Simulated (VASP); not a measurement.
Crystal: SnSe (rocksalt type).

```
Sn Se
1.0
     0.00000    2.64542    2.64542
     2.64542    0.00000    2.64542
     2.64542    2.64542    0.00000
Sn Se
1 1
Direct
  0.00000 0.00000 0.00000
  0.50000 0.50000 0.50000
```

- Program: VASP 6.6.1
- Task: relaxation of cell and atoms
- Functional: LDA
- Potentials or basis: VASP PAW LDA potentials, release 64 (Sn_d, Se)
- Cutoff: 600 eV
- k mesh: 14 × 14 × 14
- Occupations: fermi-dirac, width 0.05 eV
- Spin: no spin polarisation

At the start: pressure 39.6 GPa; volume 18.51 Å³/atom.

How do energy, volume and symmetry change on relaxing?

Over 20 steps the energy falls by 657.4 meV/atom and the volume is 25.67 Å³/atom (+38.7 %); space group Fm-3m (No. 225, to 0.05 Å).

The path:
```
step  energy change (eV)  largest force (eV/Å)  pressure (GPa)  volume (Å³)
   1              0.0000                0.0000           39.61        37.03
   2             -0.7436                0.0000           -9.10        67.36
   3             -1.3146                0.0000           -0.18        51.53
   4             -1.3146                0.0000            0.15        51.21
   5             -1.3146                0.0000            0.19        51.21
   6             -1.3146                0.0000            0.20        51.22
   7             -1.3146                0.0000            0.18        51.22
   8             -1.3146                0.0000            0.18        51.22
   9             -1.3146                0.0000            0.18        51.22
  10             -1.3146                0.0000            0.18        51.22
  11             -1.3146                0.0000            0.18        51.22
  12             -1.3146                0.0000            0.18        51.22
  13             -1.3146                0.0000            0.18        51.22
  14             -1.3146                0.0000            0.18        51.22
  15             -1.3146                0.0000            0.19        51.22
  16             -1.3146                0.0000            0.20        51.22
  17             -1.3146                0.0000            0.14        51.23
  18             -1.3147                0.0000            0.14        51.25
  19             -1.3147                0.0000            0.11        51.28
  20             -1.3147                0.0000            0.02        51.34
```

Final structure:
```xyz
2
Lattice="0.0000 2.9499 2.9499 2.9499 0.0000 2.9499 2.9499 2.9499 0.0000" Properties=species:S:1:pos:R:3 pbc="T T T"
Sn    0.0000    0.0000    0.0000
Se    2.9499    2.9499    2.9499
```

Caveat: the volume moved by over 15 % at a fixed basis, so the end points are rough.
